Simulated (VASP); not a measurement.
Input of a VASP 6.6.1 run:

File INCAR:

```
  ALGO = Normal
  EDIFF = 1E-6
  EDIFFG = -0.01
  ENCUT = 600
  GGA = PS
  IBRION = 2
  ISIF = 3
  ISMEAR = 0
  LASPH = True
  LCHARG = False
  LREAL = False
  LWAVE = False
  NELM = 80
  NSW = 80
  PREC = Accurate
  SIGMA = 0.02
```

File KPOINTS:

```
k-points
0
Gamma
  8 8 6
```

File POSCAR:

```
PbO
1.0
    3.9824029894      0.0000000000      0.0000000000
    0.0000000000      3.9824029894      0.0000000000
    0.0000000000      0.0000000000      5.0085785961
Pb O
2 2
Direct
    0.0000000000      0.5000000000      0.2364367738
    0.5000000000      0.0000000000      0.7635632262
    0.5000000000      0.5000000000      0.0000000000
    0.0000000000      0.0000000000      0.0000000000
```

Potentials or basis: VASP PAW PBE potentials, release 64 (Pb_d, O).

The run is started by

```bash
$ cat potpaw_PBE.64/Pb_d/POTCAR potpaw_PBE.64/O/POTCAR > POTCAR
$ mpirun -np 1 vasp_std > vasp.out
```

Problem. Estimate the relaxed volume.

Solution. 20.00 Å³/atom.

Problem. Predict the band gap on the k mesh.

Solution. 1.19 eV (least direct gap 2.22 eV).

Problem. Predict the relaxed cell.

Solution. a = 3.993 Å, b = 3.993 Å, c = 5.018 Å, α = 90.00°, β = 90.00°, γ = 90.00°.

Problem. What does it give for the space group after relaxing (to 0.1 Å)?

Solution. P4/nmm (No. 129).

Final structure:
```
Pb O
1.0
     3.99258    0.00000    0.00000
     0.00000    3.99258    0.00000
     0.00000    0.00000    5.01847
Pb O
2 2
Direct
  0.00000 0.50000 0.23587
  0.50000 0.00000 0.76413
  0.50000 0.50000 0.00000
  0.00000 0.00000 0.00000
```

Caveat: the PAW data sets were made with another functional, which shifts forces and pressure a little; spin-orbit coupling is left out, which moves the levels of the heavy elements. A k mesh can miss the band edges.
